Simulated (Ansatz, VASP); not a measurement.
K2Hf in VASP and in Ansatz

```
K Hf
1.0
     3.34657    5.79057    0.00000
     3.34657   -5.79057    0.00000
     0.00000    0.00000   -7.05821
K Hf
4 2
Direct
  0.66670 0.33330 0.75000
  0.33330 0.66670 0.25000
  0.00000 0.00000 0.00000
  0.00000 0.00000 0.50000
  0.33330 0.66670 0.75000
  0.66670 0.33330 0.25000
```

Alike in both runs: task single point; functional PBE; k mesh 6 × 6 × 5; no spin polarisation.

|  | VASP | Ansatz |
| --- | --- | --- |
| version | VASP 6.6.1 | Ansatz 0.2.0 |
| potentials or method | VASP PAW PBE potentials, release 64 (K_sv, Hf_pv), cutoff 520 eV | PAW plane waves |
| occupations | fermi-dirac, width 0.1 eV | fermi-dirac |
| valence electrons in the cell | 56 | 88 |

|  | VASP | Ansatz | Ansatz less VASP |
| --- | --- | --- | --- |
| pressure (GPa) | -0.3 | -0.3 | +0.01 |

VASP's potentials hold 56 valence electrons a cell and Ansatz's 88, so a difference there can come from the potentials and not from the codes.

Neither program's run includes spin-orbit coupling.
